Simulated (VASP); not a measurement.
Wanted: the native input for a VASP 6.6.1 run.

| Quantity | Value |
| --- | --- |
| Task | single point |
| Functional | PBE |
| Potentials or basis | VASP PAW PBE potentials, release 64 (Hf_pv, O) |
| Cutoff | 520 eV |
| k mesh | 6 × 6 × 8 |
| Occupations | gaussian, width 0.05 eV |
| Spin | no spin polarisation |
| Dipole correction | no |
| Further INCAR settings | ALGO = Normal; EDIFF = 1e-06; NBANDS = 31; ISYM = 0 |

The structure of HfO2 lies in POSCAR:

```
HfO2
1.0
    0.0000000000     -2.5488057612     -2.5488057612
   -2.5488057612      0.0000000000     -2.5488057612
    2.5488057612      2.5488057612     -5.0976115224
Hf O
2 4
Direct
   -0.0005593418     -0.0005593418      0.0016780451
    0.5005593418      0.5005593418      0.4983219549
    0.1199036380      0.1199036380      0.6402899620
    0.6300963620      0.6300963620      0.1097100380
    0.3800963620      0.3800963620      0.8597100380
    0.8699036380      0.8699036380      0.3902899620
```

This cell differs from its parent crystal: atoms displaced along a vibrational mode.

The input as run:

INCAR

```
SYSTEM = HfO2
ALGO     = Normal         ! electronic algorithm
EDIFF    = 1E-6           ! SCF threshold, eV
ENCUT    = 520            ! plane-wave cutoff, eV
GGA      = PE             ! functional
ISIF     = 2              ! what is computed and relaxed
ISMEAR   = 0              ! smearing method
ISYM     = 0            
LASPH    = .True.         ! aspherical terms in the spheres
LCHARG   = .True.         ! write CHGCAR
LELF     = .True.         ! ELF
LREAL    = .False.        ! projectors in reciprocal space
LVHAR    = .True.       
LWAVE    = .False.        ! write WAVECAR
NBANDS   = 31             ! bands
NELM     = 100            ! most SCF steps
PREC     = Accurate       ! precision mode
SIGMA    = 0.05           ! smearing width, eV
```

KPOINTS

```
k-points
0
Gamma
  6 6 8
  0 0 0
```

Potentials or basis: VASP PAW PBE potentials, release 64 (Hf_pv, O).

Run with:

```bash
$ cat potpaw_PBE.64/Hf_pv/POTCAR potpaw_PBE.64/O/POTCAR > POTCAR
$ mpirun -np 1 vasp_std > vasp.out
```

It gave:

```yaml
Pressure: -2.5 GPa
Largest_force: 1.584 eV/Å
Band_gap_on_the_k_mesh: 3.63 eV
```

Caveat: the cell differs from its parent crystal (atoms displaced along a vibrational mode); spin-orbit coupling is left out, which moves the levels of the heavy elements; forces of over 1 eV/Å act on the atoms, so gaps and moduli don't describe the material at rest.

Run time: 4.4 min on 1 thread of Intel(R) Xeon(R) Platinum 8259CL CPU @ 2.50GHz (Skylake/Cascade Lake) (shared host), peak memory 0.36 GiB.
